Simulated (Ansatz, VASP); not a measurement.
CaSe: VASP beside Ansatz

The input INCAR:

```
PREC = Accurate ; ENCUT = 520
EDIFF = 1E-6 ; ISMEAR = -1
SIGMA = 0.02 ; LREAL = F
LASPH = T ; NELM = 80
ALGO = Normal ; ISIF = 2
LWAVE = F ; LCHARG = F
GGA = PE ; NBANDS = 15
```

Contents of KPOINTS:

```
regular mesh
0
Gamma
  8 8 8
```

File POSCAR:

```
CaSe
1.0
    0.0000000000      3.0550727593      2.9382811716
    3.0550727593      0.0000000000      2.9382811716
    3.0550727593      3.0550727593      0.0000000000
Ca Se
1 1
Direct
    0.0000000000      0.0000000000      0.0000000000
    0.5000000000      0.5000000000      0.5000000000
```

Input for Ansatz:

```yaml
crystal:
  lattice:
    - [0.0, 3.0550727593, 2.9382811716]
    - [3.0550727593, 0.0, 2.9382811716]
    - [3.0550727593, 3.0550727593, 0.0]
  atoms:
    - { symbol: Ca, position: [0.0, 0.0, 0.0] }
    - { symbol: Se, position: [0.5, 0.5, 0.5] }
kpoints:
  mp_grid: { grid: [8, 8, 8] }
  band_path:
    path:
      - [0.0, 0.0, 0.0]
      - [0.5, 0.0, 0.5]
      - [0.625, 0.25, 0.625]
      - [0.375, 0.375, 0.75]
      - [0.5, 0.5, 0.5]
      - [0.5, 0.25, 0.75]
      - [0.5, 0.5, 0.0]
    npoints: 1
hamiltonian:
  xc: pbe
scf:
  occupations: { method: fermi_dirac, width: 0.02 }
  n_extra_bands: 4
output:
  forces: true
  stress: true
  eigenvalues: true
```

Change from the starting cell: epitaxial_xy strain +3.0%.

Alike in both runs: task single point; functional PBE; k mesh 8 × 8 × 8; occupations fermi-dirac, width 0.02 eV; no spin polarisation.

|  | VASP | Ansatz |
| --- | --- | --- |
| version | VASP 6.6.1 | Ansatz 0.2.0 |
| potentials or method | VASP PAW PBE potentials, release 64 (Ca_sv, Se) | plane waves, PAW |
| plane-wave cutoff (eV) | 520 | 420 |
| valence electrons in the cell | 16 | 26 |

```csv
,VASP,Ansatz,Ansatz less VASP
gap on the k mesh at the Fermi level (eV),2.14,2.15,+0.008
pressure (GPa),-1.3,-1.5,-0.14
"traceless stress, the component that is largest in VASP (GPa)",2.01,1.97,-0.038
```

The functional is the same, so the differences come from potentials, cutoffs and numerics. VASP's potentials hold 16 valence electrons a cell and Ansatz's 26, so a difference there can come from the potentials and not from the codes.
